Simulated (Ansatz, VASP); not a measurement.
Mo: VASP beside Ansatz

INCAR

```
ALGO = Normal
EDIFF = 1E-7
ENCUT = 520
GGA = CA
ISIF = 2
ISMEAR = -1
LASPH = True
LCHARG = True
LELF = True
LREAL = False
LVHAR = True
LWAVE = False
NBANDS = 13
NELM = 60
PREC = Accurate
SIGMA = 0.05
```

KPOINTS

```
k-points
0
Gamma
  12 12 12
```

File POSCAR:

```
Mo
1.0
   -1.5942980787      1.5942980787      1.5942980787
    1.5942980787     -1.5942980787      1.5942980787
    1.5942980787      1.5942980787     -1.5942980787
Mo
1
Direct
    0.0000000000      0.0000000000      0.0000000000
```

input.yaml

```yaml
crystal:
  lattice:
    - [-1.5942980787, 1.5942980787, 1.5942980787]
    - [1.5942980787, -1.5942980787, 1.5942980787]
    - [1.5942980787, 1.5942980787, -1.5942980787]
  atoms:
    - { symbol: Mo, position: [0.0, 0.0, 0.0] }
kpoints:
  mp_grid: { grid: [12, 12, 12] }
scf:
  occupations: { method: fermi_dirac, width: 0.05 }
hamiltonian:
  xc: lda
  pseudopotentials: { kind: all_electron, lapw: { basis_error: 0.001 } }
output:
  forces: true
  stress: true
  eigenvalues: true
```

Change from the starting cell: volume scaled by 1.02.

Alike in both runs: task single point; functional LDA; k mesh 12 × 12 × 12; occupations fermi-dirac, width 0.05 eV; no spin polarisation.

```csv
,VASP,Ansatz
version,VASP 6.6.1,Ansatz 0.2.0
potentials or method,"VASP PAW LDA potentials, release 64 (Mo_sv), cutoff 520 eV","all-electron LAPW, scalar-relativistic"
```

Ansatz gave:

| Item | Value |
| --- | --- |
| gap on the k mesh at the Fermi level (eV) | none |
| pressure (GPa) | -18.6 |

Q: Estimate VASP's values.

A: gap on the k mesh at the Fermi level (eV): none; pressure (GPa): -17.7.

LDA's correlation is that of Perdew and Zunger in VASP and of Perdew and Wang (1992) in Ansatz. A gap of «none» marks a metal or a gap that the smearing closes. Ansatz ran all-electron here, and VASP with PAW potentials.
